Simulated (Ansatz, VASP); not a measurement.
## Two plane-wave programs on TiAl3

```
Ti Al
1.0
     2.83968    0.00000    0.00000
     0.00000    4.68126    0.00000
     0.00000    0.00000    4.90074
Ti Al
1 3
Direct
  0.00000 0.50000 0.16592
  0.50000 0.50000 0.66727
  0.50000 0.00000 0.33091
  0.00000 0.00000 0.83590
```

Alike in both runs: task single point; functional PBEsol; k mesh 2 × 2 × 2; occupations gaussian, width 0.1 eV; no spin polarisation.

|  | VASP | Ansatz |
| --- | --- | --- |
| version | VASP 6.6.1 | Ansatz 0.2.0 |
| potentials or method | VASP PAW PBE potentials, release 64 (Ti_sv, Al), cutoff 520 eV | scalar-relativistic, plane waves, PAW |
| valence electrons in the cell | 21 | 21 |

VASP gave:

* gap on the k mesh at the Fermi level (eV): none
* pressure (GPa): -4.2
* traceless stress, the component that is largest in VASP (GPa): 0.99
* rms of the force components (eV/Å): 0.065

Problem. Which values does Ansatz return?

Solution. gap on the k mesh at the Fermi level (eV): none; pressure (GPa): -4.2; traceless stress, the component that is largest in VASP (GPa): 0.99; rms of the force components (eV/Å): 0.066.

VASP's potentials were made for PBE, not for PBEsol. Atom by atom the forces differ by 0.001 eV/Å (rms over components). A gap of «none» marks a metal or a gap that the smearing closes. The functional is the same, so the differences come from potentials, cutoffs and numerics.

The k mesh is coarse, so the values compare programs but aren't converged.
